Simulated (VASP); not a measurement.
# Ge (Fd-3m) in VASP: a series of runs

Runs on Ge. Level: PBE. Tasks: single point, relaxation of cell and atoms.

All numbers are computed with VASP 6.6.1; they aren't measurements. Logs are shortened: lines on timing, memory, paths and dates and some standing lists are left out, and cuts for length are marked.

**1. The cell of the first run**

Symmetry: Fd-3m, No. 227, cubic system. The conventional cell has a = 5.760 Å, b = 5.760 Å, c = 5.760 Å, α = 90.00°, β = 90.00°, γ = 90.00°. Ge (site symmetry -43m) has 4 Ge at 2.49 Å within 3.3 Å.

**2. Single point, PBE**

INCAR reads:

```
SYSTEM = Ge
PREC = Accurate
ENCUT = 520
EDIFF = 1E-7
ISMEAR = 0
SIGMA = 0.01
LREAL = .False.
LASPH = .True.
NELM = 60
ALGO = Normal
ISIF = 2
LWAVE = .False.
LCHARG = .False.
GGA = PE
NBANDS = 21
```

KPOINTS reads:

```
Automatic mesh
0
Gamma
  10 10 10
  0 0 0
```

POSCAR reads:

```
Ge
1.0
    0.0000000000      2.8801169076      2.8801169076
    2.8801169076      0.0000000000      2.8801169076
    2.8801169076      2.8801169076      0.0000000000
Ge
2
Direct
    0.0000000000      0.0000000000      0.0000000000
    0.2500000000      0.2500000000      0.2500000000
```

Potentials or basis: VASP PAW PBE potentials, release 64 (Ge_d).

Launch:

```sh
cat potpaw_PBE.64/Ge_d/POTCAR > POTCAR
mpirun -np 1 vasp_std > vasp.out
```

OUTCAR:

```text
SYSTEM = Ge
   PREC = Accurate
   ENCUT = 520
   EDIFF = 1E-7
   ISMEAR = 0
   LREAL = .False.
   LASPH = .True.
   NELM = 60
   ISIF = 2
   GGA = PE

 ion  position               nearest neighbor table
   1  0.000  0.000  0.000-   2 2.49   2 2.49   2 2.49   2 2.49
   2  0.250  0.250  0.250-   1 2.49   1 2.49   1 2.49   1 2.49

  LATTYP: Found a face centered cubic cell.
 ALAT       =     5.7602338152

  Lattice vectors:

 A1 = (   0.0000000000,   2.8801169076,   2.8801169076)
 A2 = (   2.8801169076,   0.0000000000,   2.8801169076)
 A3 = (   2.8801169076,   2.8801169076,   0.0000000000)

Analysis of symmetry for initial positions (statically):
=====================================================================
 Subroutine PRICEL returns:
 Original cell was already a primitive cell.

 Routine SETGRP: Setting up the symmetry group for a
 face centered cubic supercell.

 Subroutine GETGRP returns: Found 48 space group operations
 (whereof 24 operations were pure point group operations)
 out of a pool of 48 trial point group operations.

The static configuration has the point symmetry T_d .
 The point group associated with its full space group is O_h .

Analysis of symmetry for dynamics (positions and initial velocities):
=====================================================================
 Subroutine PRICEL returns:
 Original cell was already a primitive cell.

 Routine SETGRP: Setting up the symmetry group for a
 face centered cubic supercell.

 Subroutine GETGRP returns: Found 48 space group operations
 (whereof 24 operations were pure point group operations)
 out of a pool of 48 trial point group operations.

The dynamic configuration has the point symmetry T_d .
 The point group associated with its full space group is O_h .

 Subroutine INISYM returns: Found 48 space group operations
 (whereof 24 operations are pure point group operations),
 and found     1 'primitive' translations

----------------------------------------------------------------------------------------

                                     Primitive cell

  volume of cell :      47.7816

  direct lattice vectors                    reciprocal lattice vectors
     0.000000000  2.880116908  2.880116908    -0.173604064  0.173604064  0.173604064
     2.880116908  0.000000000  2.880116908     0.173604064 -0.173604064  0.173604064
     2.880116908  2.880116908  0.000000000     0.173604064  0.173604064 -0.173604064

  length of vectors
     4.073100392  4.073100392  4.073100392     0.300691059  0.300691059  0.300691059

  position of ions in fractional coordinates (direct lattice)
     0.000000000  0.000000000  0.000000000
     0.250000000  0.250000000  0.250000000

  ion indices of the primitive-cell ions
   primitive index   ion index
                 1           1
                 2           2

----------------------------------------------------------------------------------------

 KPOINTS: Automatic mesh

Automatic generation of k-mesh.
 Grid dimensions read from file:
 generate k-points for:   10   10   10

 Generating k-lattice:

  Cartesian coordinates                     Fractional coordinates (reciprocal lattice)
    -0.017360406  0.017360406  0.017360406     0.100000000  0.000000000  0.000000000
     0.017360406 -0.017360406  0.017360406     0.000000000  0.100000000  0.000000000
     0.017360406  0.017360406 -0.017360406     0.000000000  0.000000000  0.100000000

  Length of vectors
     0.030069106  0.030069106  0.030069106

  Shift w.r.t. Gamma in fractional coordinates (k-lattice)
     0.000000000  0.000000000  0.000000000

 Subroutine IBZKPT returns following result:
 ===========================================

 Found     47 irreducible k-points:

 Following reciprocal coordinates:
            Coordinates               Weight
  0.000000  0.000000  0.000000      1.000000
  0.100000  0.000000  0.000000      8.000000
  0.200000  0.000000  0.000000      8.000000
  0.300000  0.000000  0.000000      8.000000
  0.400000  0.000000  0.000000      8.000000
  0.500000  0.000000  0.000000      4.000000
[... 16 lines left out ...]
  0.300000  0.300000  0.000000      6.000000
  0.400000  0.300000  0.000000     24.000000
 [... further k-points ...]
   k-points           NKPTS =     47   k-points in BZ     NKDIM =     47   number of bands    NBANDS=     21
   number of dos      NEDOS =    301   number of ions     NIONS =      2
   total plane-waves  NPLWV =  27000
   dimension x,y,z NGX =    30 NGY =   30 NGZ =   30
   dimension x,y,z NGXF=    60 NGYF=   60 NGZF=   60
   ions per type =               2
   NGX,Y,Z   is equivalent  to a cutoff of  12.24, 12.24, 12.24 a.u.
   NGXF,Y,Z  is equivalent  to a cutoff of  24.49, 24.49, 24.49 a.u.
 SYSTEM =  Ge
   PREC   = accura    normal or accurate (medium, high low for compatibility)
   ISTART =      0    job   : 0-new  1-cont  2-samecut
   ICHARG =      2    charge: 1-file 2-atom 10-const
   ISPIN  =      1    spin polarized calculation?
   LNONCOLLINEAR =      F non collinear calculations
   LSORBIT =      F    spin-orbit coupling
   LASPH  =      T    aspherical Exc in radial PAW
   ENCUT  =  520.0 eV  38.22 Ry    6.18 a.u.   7.57  7.57  7.57*2*pi/ulx,y,z
   NELM   =     60;   NELMIN=  2; NELMDL= -5     # of ELM steps
   EDIFF  = 0.1E-06   stopping-criterion for ELM
   LREAL  =      F    real-space projection
   EDIFFG = 0.1E-05   stopping-criterion for IOM
   NSW    =      0    number of steps for IOM
   IBRION =     -1    ionic relax: 0-MD 1-quasi-New 2-CG
   NFREE  =      0    steps in history (QN), initial steepest desc. (CG)
   ISIF   =      2    stress and relaxation
   ISYM   =      2    0-nonsym 1-usesym 2-fastsym
   POTIM  = 0.5000    time-step for ionic-motion
   TEBEG  =    0.0;   TEEND  =   0.0 temperature during run
   PSTRESS=    0.0 pullay stress
   NELECT =      28.0000    total number of electrons
   NUPDOWN=      -1.0000    fix difference up-down
   EMIN   =  10.00;   EMAX   =-10.00  energy-range for DOS
   EFERMI =   0.00;   METHOD = LEGACY
   ISMEAR =     0;   SIGMA  =   0.01  broadening in eV -4-tet -1-fermi 0-gaus
   EFERMI_NEDOS =   21; number of points for ismear=-14 and -15
   IALGO  =     38    algorithm
   IMIX   =      4    mixing-type and parameters
     AMIX     =   0.40;   BMIX     =  1.00
     AMIX_MAG =   1.60;   BMIX_MAG =  1.00
  volume/ion in A,a.u.               =      23.89       161.22
  Fermi-wavevector in a.u.,A,eV,Ry     =   1.369958  2.588846 25.535226  1.876786
  Thomas-Fermi vector in A             =   2.495787
   LORBIT       =      0    0 simple, 1 ext, 2 COOP (PROOUT), +10 PAW based schemes
   GGA     = PE    functional components
   LHFCALC =     F    Hartree Fock is set to
   AEXX    =    0.0000 exact exchange contribution
   IVDW    =     0    specifies the selected vdW correction
   LEPSILON=     F    determine dielectric tensor
   LRPA    =     F    only Hartree local field effects (RPA)
 non-spin polarized calculation
 Gauss-broadening in eV      SIGMA  =   0.01
  energy-cutoff  :      520.00
  volume of cell :       47.78
 maximum number of plane-waves:      1307
   NGX = 15   NGY = 15   NGZ = 15

 number of electron      27.9999979 magnetization

 Free energy of the ion-electron system (eV)
  ---------------------------------------------------
  ext. energy  EPLUGINS =         0.00000000
  ---------------------------------------------------
  free energy    TOTEN  =        -9.03361688 eV

  energy without entropy =       -9.03360132  energy(sigma->0) =       -9.03360910

 E-fermi :   4.4860     XC(G=0):  -9.6713

 val. band max:        4.4829348949   @ k =   0.0000   0.0000   0.0000
 cond. band min:       4.5089137428   @ k =   0.5000   0.0000   0.0000
 fundamental gap:      0.0259788480
 Fermi energy:         4.4859621645

 k-point     1 :       0.0000    0.0000    0.0000
  band No.  band energies     occupation
      1     -20.2635      2.00000
      2     -20.2635      2.00000
      3     -20.2635      2.00000
      4     -20.2313      2.00000
      5     -20.2313      2.00000
      6     -20.0481      2.00000
[... 13 lines left out ...]
     20      13.8223      0.00000
     21      13.8223      0.00000

 k-point     2 :       0.1000    0.0000    0.0000
  band No.  band energies     occupation
      1     -20.2684      2.00000
      2     -20.2684      2.00000
      3     -20.2621      2.00000
      4     -20.2246      2.00000
      5     -20.2246      2.00000
      6     -20.0567      2.00000
[... 13 lines left out ...]
     20      13.1603      0.00000
     21      13.1603      0.00000

 k-point     3 :       0.2000    0.0000    0.0000
  band No.  band energies     occupation
      1     -20.2762      2.00000
      2     -20.2762      2.00000
      3     -20.2582      2.00000
      4     -20.2124      2.00000
      5     -20.2124      2.00000
      6     -20.0674      2.00000
[... 13 lines left out ...]
     20      12.6766      0.00000
     21      12.6766      0.00000

 k-point     4 :       0.3000    0.0000    0.0000
  band No.  band energies     occupation
      1     -20.2816      2.00000
      2     -20.2816      2.00000
      3     -20.2534      2.00000
      4     -20.2023      2.00000
      5     -20.2023      2.00000
      6     -20.0753      2.00000
[... 13 lines left out ...]
     20      13.0154      0.00000
     21      13.0154      0.00000

 k-point     5 :       0.4000    0.0000    0.0000
  band No.  band energies     occupation
      1     -20.2842      2.00000
      2     -20.2842      2.00000
      3     -20.2493      2.00000
      4     -20.1966      2.00000
      5     -20.1966      2.00000
      6     -20.0791      2.00000
[... 13 lines left out ...]
     20      14.1721      0.00000
     21      14.1721      0.00000

 k-point     6 :       0.5000    0.0000    0.0000
  band No.  band energies     occupation
      1     -20.2850      2.00000
      2     -20.2850      2.00000
      3     -20.2477      2.00000
      4     -20.1950      2.00000
      5     -20.1950      2.00000
      6     -20.0801      2.00000
[... 13 lines left out ...]
     20      14.9355      0.00000
     21      15.4256      0.00000

 k-point     7 :       0.1000    0.1000    0.0000
  band No.  band energies     occupation
      1     -20.2683      2.00000
      2     -20.2668      2.00000
      3     -20.2668      2.00000
      4     -20.2265      2.00000
      5     -20.2176      2.00000
      6     -20.0706      2.00000
[... 13 lines left out ...]
     20      12.2521      0.00000
     21      13.9873      0.00000
[... 291 lines left out ...]
      1     -20.3024      2.00000
      2     -20.2914      2.00000
      3     -20.2240      2.00000
      4     -20.1792      2.00000
      5     -20.1721      2.00000
      6     -20.1072      2.00000
[... 13 lines left out ...]
     20      13.6969      0.00000
     21      15.0963      0.00000

 k-point    21 :      -0.3000    0.2000    0.0000
  band No.  band energies     occupation
      1     -20.2980      2.00000
      2     -20.2917      2.00000
      3     -20.2269      2.00000
      4     -20.1933      2.00000
      5     -20.1728      2.00000
      6     -20.1044      2.00000
[... 13 lines left out ...]
     20      13.5840      0.00000
     21      15.5640      0.00000

 k-point    22 :      -0.2000    0.2000    0.0000
  band No.  band energies     occupation
      1     -20.2890      2.00000
      2     -20.2889      2.00000
      3     -20.2397      2.00000
      4     -20.2033      2.00000
      5     -20.1836      2.00000
      6     -20.0963      2.00000
[... 13 lines left out ...]
     20      14.0889      0.00000
     21      14.5631      0.00000

 k-point    23 :       0.3000    0.3000    0.0000
  band No.  band energies     occupation
      1     -20.2841      2.00000
      2     -20.2841      2.00000
      3     -20.2629      2.00000
      4     -20.1903      2.00000
      5     -20.1542      2.00000
      6     -20.1433      2.00000
[... 13 lines left out ...]
     20      15.3103      0.00000
     21      15.3656      0.00000

 k-point    24 :       0.4000    0.3000    0.0000
  band No.  band energies     occupation
      1     -20.2929      2.00000
      2     -20.2882      2.00000
      3     -20.2486      2.00000
      4     -20.1772      2.00000
      5     -20.1586      2.00000
      6     -20.1394      2.00000
[... 13 lines left out ...]
     20      15.7817      0.00000
     21      16.0022      0.00000

 [... further k-points ...]
[... 5 lines left out ...]
  --------------------------------------------------------------------------------------
  -------------------------------------------------------------------------------------
  Total       -0.0157007     -0.0157007     -0.0157007      0.0000000      0.0000000      0.0000000
  in kB       -0.5264654     -0.5264654     -0.5264654      0.0000000      0.0000000      0.0000000
  external PRESSURE =      -0.5264654 kB  Pullay stress =       0.0000000 kB

 VOLUME and BASIS-vectors are now :
 -----------------------------------------------------------------------------
  energy-cutoff  :      520.00
  volume of cell :       47.78
      direct lattice vectors                 reciprocal lattice vectors
     0.000000000  2.880116908  2.880116908    -0.173604064  0.173604064  0.173604064
     2.880116908  0.000000000  2.880116908     0.173604064 -0.173604064  0.173604064
     2.880116908  2.880116908  0.000000000     0.173604064  0.173604064 -0.173604064

 POSITION                                       TOTAL-FORCE (eV/Angst)
 -----------------------------------------------------------------------------------
      0.00000      0.00000      0.00000         0.000000      0.000000      0.000000
      1.44006      1.44006      1.44006        -0.000000     -0.000000     -0.000000
 -----------------------------------------------------------------------------------
    total drift:                                0.000000      0.000000      0.000000

  FREE ENERGIE OF THE ION-ELECTRON SYSTEM (eV)
  ---------------------------------------------------
  free  energy   TOTEN  =        -9.0336168807 eV

  energy  without entropy=       -9.0336013239  energy(sigma->0) =       -9.03360910
```

Wall time 17 s (1 thread of Intel Xeon 6975P-C (Granite Rapids), shared host); peak memory 0.18 GiB.

What came out:

| Property | Result |
| --- | --- |
| Free energy | -9.0336 eV |
| Pressure | -0.1 GPa |
| Band gap on the k mesh | zero (filled and empty bands touch) |

**3. Relaxation of cell and atoms, PBE**

This run uses another cell than the first one, of 22.67 Å³/atom, 0.949 times its volume.

INCAR reads:

```
ALGO = Normal
EDIFF = 1E-6
EDIFFG = -0.005
ENCUT = 600
GGA = PE
IBRION = 2
ISIF = 3
ISMEAR = 0
LASPH = True
LCHARG = False
LREAL = False
LWAVE = False
NELM = 100
NSW = 80
PREC = Accurate
SIGMA = 0.01
```

KPOINTS reads:

```
k-points
0
Gamma
  10 10 10
```

POSCAR reads:

```
Ge
1.0
    0.0000000000      2.8300000000      2.8300000000
    2.8300000000      0.0000000000      2.8300000000
    2.8300000000      2.8300000000      0.0000000000
Ge
2
Direct
    0.0000000000      0.0000000000      0.0000000000
    0.2500000000      0.2500000000      0.2500000000
```

Potentials or basis: VASP PAW PBE potentials, release 64 (Ge_d).

Launch:

```sh
cat potpaw_PBE.64/Ge_d/POTCAR > POTCAR
mpirun -np 1 vasp_std > vasp.out
```

Run time: 39 s. Hardware: 1 thread of Intel Xeon 6975P-C (Granite Rapids), shared host; peak memory 0.2 GiB.

It converged, with:

```yaml
Free_energy: -9.0336 eV
Relaxed_volume: 23.84 Å³/atom
Relaxed_cell: a = 4.070 Å, b = 4.070 Å, c = 4.070 Å, α = 60.00°, β = 60.00°, γ = 60.00°
Space_group_after_relaxing_to_0.05_Å: Fd-3m (No. 227)
Energy_gained_by_relaxing: 12.8 meV/atom
Ionic_steps: 5
Pressure_after_relaxing: 0.0 GPa
Band_gap_on_the_k_mesh: zero (filled and empty bands touch)
```

The path:
| step | energy change (eV) | largest force (eV/Å) | pressure (GPa) | volume (Å³) |
| --- | --- | --- | --- | --- |
| 1 | 0.0000 | 0.0000 | 3.44 | 45.33 |
| 2 | -0.0232 | 0.0000 | -1.06 | 48.60 |
| 3 | -0.0257 | 0.0000 | -0.25 | 47.79 |
| 4 | -0.0256 | 0.0000 | 0.21 | 47.60 |
| 5 | -0.0257 | 0.0000 | 0.01 | 47.69 |

Final structure:
```xyz
2
Lattice="0.0000 2.8782 2.8782 2.8782 0.0000 2.8782 2.8782 2.8782 0.0000" Properties=species:S:1:pos:R:3 pbc="T T T"
Ge    0.0000    0.0000    0.0000
Ge    1.4391    1.4391    1.4391
```

Levels at points of the mesh, in eV from the Fermi level:
| k point | band 12 | band 13 | band 14 | band 15 | band 16 | band 17 |
| --- | --- | --- | --- | --- | --- | --- |
| (0.00, 0.00, 0.00) | -0.43 | 0.00 | 0.00 | 0.00 | 2.53 | 2.53 |
| (0.50, 0.00, 0.00) | -7.37 | -1.33 | -1.33 | 0.03 | 3.72 | 3.72 |
| (0.50, 0.50, 0.00) | -8.70 | -2.90 | -2.90 | 0.81 | 0.81 | 9.09 |
